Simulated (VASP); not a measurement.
A run of VASP 6.6.1:

The input INCAR:

```
  PREC = Accurate
  ENCUT = 520
  EDIFF = 1E-6
  ISMEAR = -1
  SIGMA = 0.08
  LREAL = False
  LASPH = True
  NELM = 60
  ALGO = Normal
  ISIF = 2
  LWAVE = False
  LCHARG = False
  GGA = PS
  NBANDS = 12
```

The input KPOINTS:

```
Automatic mesh
0
Gamma
  12 12 12
```

Contents of POSCAR:

```
P
1.0
    0.0000000000      2.4583073350      2.4583073350
    2.4583073350      0.0000000000      2.4583073350
    2.4583073350      2.4583073350      0.0000000000
P
2
Direct
   -0.1250000000     -0.1250000000     -0.1250000000
    0.1250000000      0.1250000000      0.1250000000
```

Potentials or basis: VASP PAW PBE potentials, release 64 (P).

Run with:

```sh
$ cat potpaw_PBE.64/P/POTCAR > POTCAR
$ mpirun -np 1 vasp_std > vasp.out
```

Hardware: 1 thread of Intel(R) Xeon(R) Platinum 8375C CPU @ 2.90GHz (Ice Lake) (shared host).

Task: How long does it take, and how much memory?

Result: Wall time 27 s on 1 thread of Intel(R) Xeon(R) Platinum 8375C CPU @ 2.90GHz (Ice Lake) (shared host), peak memory 0.15 GiB. Counts: scf iterations 11, k points 72.
